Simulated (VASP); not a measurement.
Wanted: the native input for a VASP 6.6.1 run.

```
Task                   : single point
Functional             : PBE
Potentials or basis    : VASP PAW PBE potentials, release 64 (Hf_pv, N)
Cutoff                 : 520 eV
k mesh                 : 18 × 18 × 18
Occupations            : gaussian, width 0.15 eV
Spin                   : no spin polarisation
Dipole correction      : no
Further INCAR settings : ALGO = Normal; EDIFF = 1e-06; NBANDS = 14
```

The structure of HfN lies in POSCAR:

```
HfN
1.0
    0.0000000000      2.2801216500      2.2801216500
    2.2590000000      0.0211216500      2.2590000000
    2.2590000000      2.2590000000      0.0211216500
Hf N
1 1
Direct
    0.0000000000      0.0000000000      0.0000000000
    0.5000000000      0.5000000000      0.5000000000
```

This cell differs from its parent crystal: strain +0.0187 x Voigt [0, 0, 0, 1, 0, 0].

The input as run:

INCAR

```
ALGO = Normal
EDIFF = 1E-6
ENCUT = 520
GGA = PE
ISIF = 2
ISMEAR = 0
LASPH = True
LCHARG = False
LREAL = False
LWAVE = False
NBANDS = 14
NELM = 100
PREC = Accurate
SIGMA = 0.15
```

KPOINTS

```
k-points
0
Gamma
  18 18 18
```

Potentials or basis: VASP PAW PBE potentials, release 64 (Hf_pv, N).

Launch:

```sh
$ cat potpaw_PBE.64/Hf_pv/POTCAR potpaw_PBE.64/N/POTCAR > POTCAR
$ mpirun -np 1 vasp_std > vasp.out
```

Results of the run:

```
Pressure               : 3.1 GPa
Band gap on the k mesh : zero (an odd number of electrons rules out a gap without spin polarisation)
```

Caveat: the cell differs from its parent crystal (strain +0.0187 x Voigt [0, 0, 0, 1, 0, 0]); the cell stands under pressure; spin-orbit coupling is left out, which moves the levels of the heavy elements.

Wall time 5.3 min on 1 thread of Intel Xeon 8259CL, with other jobs on the host, peak memory 0.39 GiB.
